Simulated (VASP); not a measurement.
CdS:

```
Cd S
1.0
     3.38691    0.00000    0.00000
     0.00000    3.38691    0.00000
     0.00000    0.00000    3.38691
Cd S
1 1
Cartesian
  0.0000 0.0000 0.0000
  1.6935 1.6935 1.6935
```

Base run:

- Program: VASP 6.6.1
- Functional: r2SCAN
- Potentials or basis: VASP PAW PBE potentials, release 64 (Cd, S)
- Cutoff: 520 eV
- k mesh: 8 × 8 × 8
- Occupations: fermi-dirac, width 0.02 eV
- Spin: no spin polarisation

Its results: band gap on the k mesh zero (band 9 reaches 3.96 eV, above the bottom of band 10 at 3.41 eV); pressure 0.4 GPa.

Question: The run is repeated on the same cell with these changes: functional from r2SCAN to PBE; further incar settings from ALGO = Normal; EDIFF = 1e-06; NBANDS = 16 to ALGO = Normal; EDIFF = 1e-07; NBANDS = 16. What comes out?

Answer: Band gap on the k mesh zero (band 9 reaches 4.03 eV, above the bottom of band 10 at 3.07 eV); pressure 1.8 GPa.

Caveats: the PAW data sets were made with another functional, which shifts forces and pressure a little (some runs).
